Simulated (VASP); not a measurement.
# InSb3 (P4bm) in VASP: single point with PBE+D3(BJ)

Aim: the single point of InSb3 with PBE+D3(BJ).

Everything below comes from runs of VASP 6.6.1. Logs are shortened: lines on timing, memory, paths and dates and some standing lists are left out, and cuts for length are marked.

## 1. The cell of the first run

Symmetry: P4bm, No. 100, tetragonal system. The conventional cell has a = 6.694 Å, b = 6.694 Å, c = 4.733 Å, α = 90.00°, β = 90.00°, γ = 90.00°. Within 4.3 Å of In (site symmetry 4) lie 12 Sb at 3.26 to 3.45 Å. Sb (site symmetry m) has 8 Sb at 2.96 to 3.73 Å and 4 In at 3.26 to 3.45 Å within 3.9 Å. Sb (site symmetry 2mm) has 8 Sb at 2.96 to 3.73 Å and 4 In at 3.37 Å within 3.9 Å.

## 2. Single point, PBE+D3(BJ)

Contents of INCAR:

```
SYSTEM = InSb3
ALGO     = Normal         ! electronic algorithm
EDIFF    = 1E-6           ! SCF threshold, eV
ENCUT    = 500            ! plane-wave cutoff, eV
GGA      = PE             ! functional
GGA_COMPAT= .FALSE.      
ISIF     = 2              ! what is computed and relaxed
ISMEAR   = 1              ! smearing method
IVDW     = 12             ! dispersion correction
LASPH    = .TRUE.         ! aspherical terms in the spheres
LCHARG   = .FALSE.        ! write CHGCAR
LREAL    = .FALSE.        ! projectors in reciprocal space
LWAVE    = .FALSE.        ! write WAVECAR
NBANDS   = 38             ! bands
NELM     = 120            ! most SCF steps
PREC     = Accurate       ! precision mode
SIGMA    = 0.15           ! smearing width, eV
```

Contents of KPOINTS:

```
k-points
0
G
  8 6 6
  0 0 0
```

Contents of POSCAR:

```
InSb3
1.0
   -4.7334824492      0.0000000000      0.0000000000
    0.0000000000      4.7334824492      4.7334824492
    0.0000000000      4.7334824492     -4.7334824492
In Sb
2 6
Direct
    1.0364104096      0.0000000000      0.0000000000
    1.0364104096      0.5000000000      0.5000000000
    0.5081840571      0.7223248155      0.2223248155
    0.5081840571      0.2776751845      0.7776751845
    0.9492973720      0.5000000000      0.0000000000
    0.9492973720      0.0000000000      0.5000000000
    0.5081840571      0.7776751845      0.7223248155
    0.5081840571      0.2223248155      0.2776751845
```

Potentials or basis: VASP PAW PBE potentials, release 64 (In_d, Sb).

Run with:

```sh
$ cat potpaw_PBE.64/In_d/POTCAR potpaw_PBE.64/Sb/POTCAR > POTCAR
$ mpirun -np 1 vasp_std > vasp.out
```

OUTCAR:

```text
SYSTEM = InSb3
   EDIFF = 1E-6
   ENCUT = 500
   GGA = PE
   ISIF = 2
   ISMEAR = 1
   IVDW = 12
   LASPH = .TRUE.
   LREAL = .FALSE.
   NELM = 120
   PREC = Accurate
 IVDW          = 12

 ion  position               nearest neighbor table
   1  0.036  0.000  0.000-   3 3.26   4 3.26   7 3.26   8 3.26   5 3.37   6 3.37   6 3.37   5 3.37
                             7 3.45   8 3.45   3 3.45   4 3.45
   2  0.036  0.500  0.500-   3 3.26   4 3.26   7 3.26   8 3.26   5 3.37   6 3.37   5 3.37   6 3.37
                             7 3.45   8 3.45   3 3.45   4 3.45
   3  0.508  0.722  0.222-   5 2.96   2 3.26   1 3.26   6 3.36   7 3.37   8 3.37   7 3.37   8 3.37
                             5 3.38   2 3.45   1 3.45   6 3.73
   4  0.508  0.278  0.778-   5 2.96   2 3.26   1 3.26   6 3.36   7 3.37   8 3.37   8 3.37   7 3.37
                             5 3.38   2 3.45   1 3.45   6 3.73
   5  0.949  0.500  0.000-   3 2.96   4 2.96   7 3.36   8 3.36   1 3.37   2 3.37   2 3.37   1 3.37
                             3 3.38   4 3.38   7 3.73   8 3.73
   6  0.949  0.000  0.500-   7 2.96   8 2.96   3 3.36   4 3.36   1 3.37   2 3.37   1 3.37   2 3.37
                             7 3.38   8 3.38   3 3.73   4 3.73
   7  0.508  0.778  0.722-   6 2.96   2 3.26   1 3.26   5 3.36   3 3.37   4 3.37   3 3.37   4 3.37
                             6 3.38   2 3.45   1 3.45   5 3.73
   8  0.508  0.222  0.278-   6 2.96   2 3.26   1 3.26   5 3.36   3 3.37   4 3.37   4 3.37   3 3.37
                             6 3.38   2 3.45   1 3.45   5 3.73

  LATTYP: Found a simple tetragonal cell.
 ALAT       =     6.6941550769
 C/A-ratio  =     0.7071067812

  Lattice vectors:

 A1 = (   0.0000000000,   4.7334824492,   4.7334824492)
 A2 = (   0.0000000000,   4.7334824492,  -4.7334824492)
 A3 = (  -4.7334824492,   0.0000000000,   0.0000000000)

Analysis of symmetry for initial positions (statically):
=====================================================================
 Subroutine PRICEL returns:
 Original cell was already a primitive cell.

 Routine SETGRP: Setting up the symmetry group for a
 simple tetragonal supercell.

 Subroutine GETGRP returns: Found  8 space group operations
 (whereof  4 operations were pure point group operations)
 out of a pool of 16 trial point group operations.

The static configuration has the point symmetry     .
 The point group associated with its full space group is C_4v.

Analysis of symmetry for dynamics (positions and initial velocities):
=====================================================================
 Subroutine PRICEL returns:
 Original cell was already a primitive cell.

 Routine SETGRP: Setting up the symmetry group for a
 simple tetragonal supercell.

 Subroutine GETGRP returns: Found  8 space group operations
 (whereof  4 operations were pure point group operations)
 out of a pool of 16 trial point group operations.

The dynamic configuration has the point symmetry C_4v.
 The point group associated with its full space group is C_4v.

 Subroutine INISYM returns: Found  8 space group operations
 (whereof  4 operations are pure point group operations),
 and found     1 'primitive' translations

----------------------------------------------------------------------------------------

                                     Primitive cell

  volume of cell :     212.1155

  direct lattice vectors                    reciprocal lattice vectors
    -4.733482449  0.000000000  0.000000000    -0.211260950  0.000000000  0.000000000
     0.000000000  4.733482449  4.733482449     0.000000000  0.105630475  0.105630475
     0.000000000  4.733482449 -4.733482449     0.000000000  0.105630475 -0.105630475

  length of vectors
     4.733482449  6.694155077  6.694155077     0.211260950  0.149384050  0.149384050

  position of ions in fractional coordinates (direct lattice)
     0.036410410  0.000000000  0.000000000
     0.036410410  0.500000000  0.500000000
     0.508184057  0.722324816  0.222324816
     0.508184057  0.277675184  0.777675184
     0.949297372  0.500000000  0.000000000
     0.949297372  0.000000000  0.500000000
     0.508184057  0.777675184  0.722324816
     0.508184057  0.222324816  0.277675184

  ion indices of the primitive-cell ions
   primitive index   ion index
                 1           1
                 2           2
                 3           3
                 4           4
                 5           5
                 6           6
                 7           7
                 8           8

----------------------------------------------------------------------------------------

 KPOINTS: k-points

Automatic generation of k-mesh.
 Grid dimensions read from file:
 generate k-points for:    8    6    6

 Generating k-lattice:

  Cartesian coordinates                     Fractional coordinates (reciprocal lattice)
    -0.026407619  0.000000000  0.000000000     0.125000000  0.000000000  0.000000000
     0.000000000  0.017605079  0.017605079     0.000000000  0.166666667  0.000000000
     0.000000000  0.017605079 -0.017605079     0.000000000  0.000000000  0.166666667

  Length of vectors
     0.026407619  0.024897342  0.024897342

  Shift w.r.t. Gamma in fractional coordinates (k-lattice)
     0.000000000  0.000000000  0.000000000

 Subroutine IBZKPT returns following result:
 ===========================================

 Found     50 irreducible k-points:

 Following reciprocal coordinates:
            Coordinates               Weight
  0.000000  0.000000  0.000000      1.000000
  0.125000  0.000000  0.000000      2.000000
  0.250000  0.000000  0.000000      2.000000
  0.375000  0.000000  0.000000      2.000000
  0.500000  0.000000  0.000000      1.000000
  0.000000  0.166667  0.000000      4.000000
[... 16 lines left out ...]
  0.250000  0.166667  0.166667      8.000000
  0.375000  0.166667  0.166667      8.000000
 [... further k-points ...]
   k-points           NKPTS =     50   k-points in BZ     NKDIM =     50   number of bands    NBANDS=     38
   number of dos      NEDOS =    301   number of ions     NIONS =      8
   total plane-waves  NPLWV =  90000
   dimension x,y,z NGX =    36 NGY =   50 NGZ =   50
   dimension x,y,z NGXF=    72 NGYF=  100 NGZF=  100
   ions per type =               2   6
   NGX,Y,Z   is equivalent  to a cutoff of  12.64, 12.42, 12.42 a.u.
   NGXF,Y,Z  is equivalent  to a cutoff of  25.29, 24.83, 24.83 a.u.
 SYSTEM =  InSb3
   PREC   = accura    normal or accurate (medium, high low for compatibility)
   ISTART =      0    job   : 0-new  1-cont  2-samecut
   ICHARG =      2    charge: 1-file 2-atom 10-const
   ISPIN  =      1    spin polarized calculation?
   LNONCOLLINEAR =      F non collinear calculations
   LSORBIT =      F    spin-orbit coupling
   LASPH  =      T    aspherical Exc in radial PAW
   ENCUT  =  500.0 eV  36.75 Ry    6.06 a.u.   8.63 12.20 12.20*2*pi/ulx,y,z
   NELM   =    120;   NELMIN=  2; NELMDL= -5     # of ELM steps
   EDIFF  = 0.1E-05   stopping-criterion for ELM
   LREAL  =      F    real-space projection
   EDIFFG = 0.1E-04   stopping-criterion for IOM
   NSW    =      0    number of steps for IOM
   IBRION =     -1    ionic relax: 0-MD 1-quasi-New 2-CG
   NFREE  =      0    steps in history (QN), initial steepest desc. (CG)
   ISIF   =      2    stress and relaxation
   ISYM   =      2    0-nonsym 1-usesym 2-fastsym
   POTIM  = 0.5000    time-step for ionic-motion
   TEBEG  =    0.0;   TEEND  =   0.0 temperature during run
   PSTRESS=    0.0 pullay stress
   NELECT =      56.0000    total number of electrons
   NUPDOWN=      -1.0000    fix difference up-down
   EMIN   =  10.00;   EMAX   =-10.00  energy-range for DOS
   EFERMI =   0.00;   METHOD = LEGACY
   ISMEAR =     1;   SIGMA  =   0.15  broadening in eV -4-tet -1-fermi 0-gaus
   EFERMI_NEDOS =   21; number of points for ismear=-14 and -15
   IALGO  =     38    algorithm
   IMIX   =      4    mixing-type and parameters
     AMIX     =   0.40;   BMIX     =  1.00
     AMIX_MAG =   1.60;   BMIX_MAG =  1.00
  volume/ion in A,a.u.               =      26.51       178.93
  Fermi-wavevector in a.u.,A,eV,Ry     =   1.050219  1.984627 15.006695  1.102961
  Thomas-Fermi vector in A             =   2.185214
   LORBIT       =      0    0 simple, 1 ext, 2 COOP (PROOUT), +10 PAW based schemes
   GGA     = PE    functional components
   LHFCALC =     F    Hartree Fock is set to
   AEXX    =    0.0000 exact exchange contribution
   IVDW    =    12    specifies the selected vdW correction
   LEPSILON=     F    determine dielectric tensor
   LRPA    =     F    only Hartree local field effects (RPA)
 non-spin polarized calculation
 Methfessel and Paxton  Order N= 1 SIGMA  =   0.15
  energy-cutoff  :      500.00
  volume of cell :      212.12
 maximum number of plane-waves:      5460
 NGX is ok and might be reduce to    36
   NGX = 17   NGY = 25   NGZ = 25

 number of electron      56.0000003 magnetization

 Free energy of the ion-electron system (eV)
  ---------------------------------------------------
  ext. energy  EPLUGINS =         0.00000000
  ---------------------------------------------------
  free energy    TOTEN  =       -28.31730203 eV

  energy without entropy =      -28.31712830  energy(sigma->0) =      -28.31724412

 E-fermi :   8.4113     XC(G=0): -10.2464

 val. band max:        8.4080805031   @ k =   0.1250   0.3333   0.3333
 cond. band min:       8.4141606725   @ k =   0.0000   0.3333   0.1667
 fundamental gap:      0.0060801693
 Fermi energy:         8.4112594860

 k-point     1 :       0.0000    0.0000    0.0000
  band No.  band energies     occupation
      1      -6.1701      2.00000
      2      -6.1408      2.00000
      3      -6.1393      2.00000
      4      -6.1368      2.00000
      5      -6.1368      2.00000
      6      -6.1242      2.00000
[... 30 lines left out ...]
     37      11.5663      0.00000
     38      13.2566      0.00000
[... 941 lines left out ...]
     37      12.1405      0.00000
     38      12.1689      0.00000

 [... further k-points ...]

------------------------ aborting loop because EDIFF is reached ----------------------------------------

 Edisp (eV)   -3.82498

 E8    (eV) :    -1.7964

  FORCE on cell =-STRESS in cart. coord.  units (eV):
  Direction    XX          YY          ZZ          XY          YZ          ZX
  --------------------------------------------------------------------------------------
  -------------------------------------------------------------------------------------
  Total       1.45505     1.54069     1.54069     0.00000     0.00000    -0.00000
  in kB      10.99047    11.63732    11.63732     0.00000     0.00000    -0.00000
  external pressure =       11.42 kB  Pullay stress =        0.00 kB

 VOLUME and BASIS-vectors are now :
 -----------------------------------------------------------------------------
  energy-cutoff  :      500.00
  volume of cell :      212.12
      direct lattice vectors                 reciprocal lattice vectors
    -4.733482449  0.000000000  0.000000000    -0.211260950  0.000000000  0.000000000
     0.000000000  4.733482449  4.733482449     0.000000000  0.105630475  0.105630475
     0.000000000  4.733482449 -4.733482449     0.000000000  0.105630475 -0.105630475

 POSITION                                       TOTAL-FORCE (eV/Angst)
 -----------------------------------------------------------------------------------
     -0.17235      0.00000      0.00000         0.016503      0.000000      0.000000
     -0.17235      4.73348      0.00000         0.016503      0.000000     -0.000000
     -2.40548      4.47148      2.36674         0.180811      0.261674      0.000000
     -2.40548      4.99548     -2.36674         0.180811     -0.261674      0.000000
     -4.49348      2.36674      2.36674        -0.378125      0.000000     -0.000000
     -4.49348      2.36674     -2.36674        -0.378125      0.000000      0.000000
     -2.40548      7.10022      0.26200         0.180811      0.000000     -0.261674
     -2.40548      2.36674     -0.26200         0.180811      0.000000      0.261674
 -----------------------------------------------------------------------------------
    total drift:                               -0.001222     -0.000002      0.000002

  FREE ENERGIE OF THE ION-ELECTRON SYSTEM (eV)
  ---------------------------------------------------
  free  energy   TOTEN  =       -32.1422839950 eV

  energy  without entropy=      -32.1421102655  energy(sigma->0) =      -32.14222609
```

It took 6.3 min on 1 thread of Oxide Virtual Turin-like, shared host; peak memory 0.45 GiB.

Results:

```yaml
Free_energy: -32.1423 eV
Pressure: 1.1 GPa
Largest_force: 0.378 eV/Å
Band_gap_on_the_k_mesh: zero (bands 28 and 29 overlap by 1.53 eV)
Dispersion_energy_per_atom: -0.478 eV
```

Forces in eV/Å, atoms in the order of the input:
```
In   0.017  0.000  0.000
In   0.017  0.000  0.000
Sb   0.181  0.262  0.000
Sb   0.181 -0.262  0.000
Sb  -0.378  0.000  0.000
Sb  -0.378  0.000  0.000
Sb   0.181  0.000 -0.262
Sb   0.181  0.000  0.262
```

Levels at points of the mesh, in eV from the Fermi level:
```
           k point  band 25  band 26  band 27  band 28  band 29  band 30  band 31  band 32
(0.00, 0.00, 0.00)    -1.62    -1.00    -1.00    -0.33     0.56     0.56     0.97     1.06
(0.50, 0.00, 0.00)    -2.06    -2.06    -1.43    -1.05     2.11     2.29     2.29     2.83
(0.00, 0.50, 0.00)    -1.27    -1.27    -0.74    -0.74     0.56     0.56     0.67     0.67
(0.50, 0.50, 0.00)    -1.20    -1.20    -0.28    -0.28     0.96     0.96     1.57     1.57
(0.00, 0.50, 0.50)    -2.21    -2.21    -1.22    -1.22    -0.82    -0.82     2.14     2.14
(0.50, 0.50, 0.50)    -1.44    -1.44    -1.18    -1.18    -0.60    -0.60    -0.15    -0.15
```

Caveat: spin-orbit coupling is left out, which moves the levels of the heavy elements.
